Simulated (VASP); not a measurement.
# BiTe (Fm-3m) in VASP: further runs, part 2 of 2

VASP 6.6.1. Earlier steps stand in the parts before.

## (3) Single point, LDA (volume scaled by 1.06)

The input, INCAR:

```
PREC = Accurate
ENCUT = 520
EDIFF = 1E-7
ISMEAR = -1
SIGMA = 0.05
LREAL = False
LASPH = True
NELM = 60
ALGO = Normal
ISIF = 2
LWAVE = False
LCHARG = True
GGA = CA
LELF = True
LVHAR = True
NBANDS = 18
```

The input, KPOINTS:

```
regular mesh
0
Gamma
  7 7 7
```

The input, POSCAR:

```
BiTe
1.0
    0.0000000000      3.2984474805      3.2984474805
    3.2984474805      0.0000000000      3.2984474805
    3.2984474805      3.2984474805      0.0000000000
Bi Te
1 1
Direct
    0.0000000000      0.0000000000      0.0000000000
    0.5000000000      0.5000000000      0.5000000000
```

Potentials or basis: VASP PAW LDA potentials, release 64 (Bi_d, Te).

Started as:

```console
$ cat potpaw_LDA.64/Bi_d/POTCAR potpaw_LDA.64/Te/POTCAR > POTCAR
$ mpirun -np 1 vasp_std > vasp.out
```

OUTCAR:

```text
PREC = Accurate
   ENCUT = 520
   EDIFF = 1E-7
   ISMEAR = -1
   LREAL = False
   LASPH = True
   NELM = 60
   ISIF = 2
   GGA = CA

 ion  position               nearest neighbor table
   1  0.000  0.000  0.000-   2 3.30   2 3.30   2 3.30   2 3.30   2 3.30   2 3.30
   2  0.500  0.500  0.500-   1 3.30   1 3.30   1 3.30   1 3.30   1 3.30   1 3.30

  LATTYP: Found a face centered cubic cell.
 ALAT       =     6.5968949610

  Lattice vectors:

[... 598 lines left out ...]

------------------------ aborting loop because EDIFF is reached ----------------------------------------

  FORCE on cell =-STRESS in cart. coord.  units (eV):
  Direction    XX          YY          ZZ          XY          YZ          ZX
  --------------------------------------------------------------------------------------
  -------------------------------------------------------------------------------------
  Total       -2.1786566     -2.1786566     -2.1786566     -0.0000000     -0.0000000      0.0000000
  in kB      -48.6340727    -48.6340727    -48.6340727     -0.0000000     -0.0000000      0.0000000
  external PRESSURE =     -48.6340727 kB  Pullay stress =       0.0000000 kB

 VOLUME and BASIS-vectors are now :
 -----------------------------------------------------------------------------
  energy-cutoff  :      520.00
  volume of cell :       71.77
      direct lattice vectors                 reciprocal lattice vectors
     0.000000000  3.298447481  3.298447481    -0.151586467  0.151586467  0.151586467
     3.298447481  0.000000000  3.298447481     0.151586467 -0.151586467  0.151586467
     3.298447481  3.298447481  0.000000000     0.151586467  0.151586467 -0.151586467

 POSITION                                       TOTAL-FORCE (eV/Angst)
 -----------------------------------------------------------------------------------
      0.00000      0.00000      0.00000         0.000000      0.000000      0.000000
      3.29845      3.29845      3.29845        -0.000000      0.000000     -0.000000
 -----------------------------------------------------------------------------------
    total drift:                               -0.000000      0.000000      0.000000

  FREE ENERGIE OF THE ION-ELECTRON SYSTEM (eV)
  ---------------------------------------------------
  free  energy   TOTEN  =        -8.3773633572 eV

  energy  without entropy=       -8.3575212667  energy(sigma->0) =       -8.36744231
```

Wall time 45 s (1 thread of Intel Xeon 8259CL, shared host); peak memory 0.18 GiB.

Results:

```
Free energy : -8.3774 eV
Pressure    : -4.9 GPa
```

Caveat: spin-orbit coupling is left out, which moves the levels of the heavy elements.

## (4) Single point, PBEsol (volume scaled by 1.06)

The input, INCAR:

```
SYSTEM = BiTe
  PREC = Accurate
  ENCUT = 520
  EDIFF = 1E-6
  ISMEAR = -1
  SIGMA = 0.05
  LREAL = .FALSE.
  LASPH = .TRUE.
  NELM = 80
  ALGO = Normal
  ISIF = 2
  LWAVE = .FALSE.
  LCHARG = .FALSE.
  GGA = PS
  NBANDS = 18
```

The input, KPOINTS:

```
regular mesh
0
G
  7 7 7
  0 0 0
```

POSCAR is that of step 3.

Potentials or basis: VASP PAW PBE potentials, release 64 (Bi_d, Te).

Started as:

```console
$ cat potpaw_PBE.64/Bi_d/POTCAR potpaw_PBE.64/Te/POTCAR > POTCAR
$ mpirun -np 1 vasp_std > vasp.out
```

It took 41 s on 1 thread of Intel Xeon 8259CL, shared host; peak memory 0.21 GiB.

Results (log left out):

```
Free energy : -7.8889 eV
Pressure    : -3.9 GPa
```

Levels at points of the mesh, in eV from the Fermi level:
| k point | band 7 | band 8 | band 9 | band 10 | band 11 | band 12 | band 13 | band 14 |
| --- | --- | --- | --- | --- | --- | --- | --- | --- |
| (0.00, 0.00, 0.00) | -8.35 | -2.39 | -2.39 | -2.39 | 2.02 | 2.02 | 2.02 | 4.71 |

Caveat: the PAW data sets were made with another functional, which shifts forces and pressure a little; spin-orbit coupling is left out, which moves the levels of the heavy elements.

## (5) Summary

| level | potentials or basis | cell | gap on the mesh (eV) | pressure (GPa) |
| --- | --- | --- | --- | --- |
| LDA | VASP PAW LDA potentials, release 64 (Bi_d, Te) | a = 4.635 Å, angles 60.0°, 2 atoms | none | -4.2 |
| LDA | VASP PAW LDA potentials, release 64 (Bi_d, Te) | a = 4.665 Å, angles 60.0°, 2 atoms | none | -4.9 |
| PBEsol | VASP PAW PBE potentials, release 64 (Bi_d, Te) | a = 4.665 Å, angles 60.0°, 2 atoms | none | -3.9 |

Alike in all rows: task single point; no spin polarisation; k mesh 7 × 7 × 7; cutoff (eV) 520; smearing fermi-dirac 0.05 eV.

Caveats: spin-orbit coupling is left out, which moves the levels of the heavy elements; the PAW data sets were made with another functional, which shifts forces and pressure a little (some runs).

Total energies depend on the potentials used, so only differences within one code and one set of settings carry meaning.
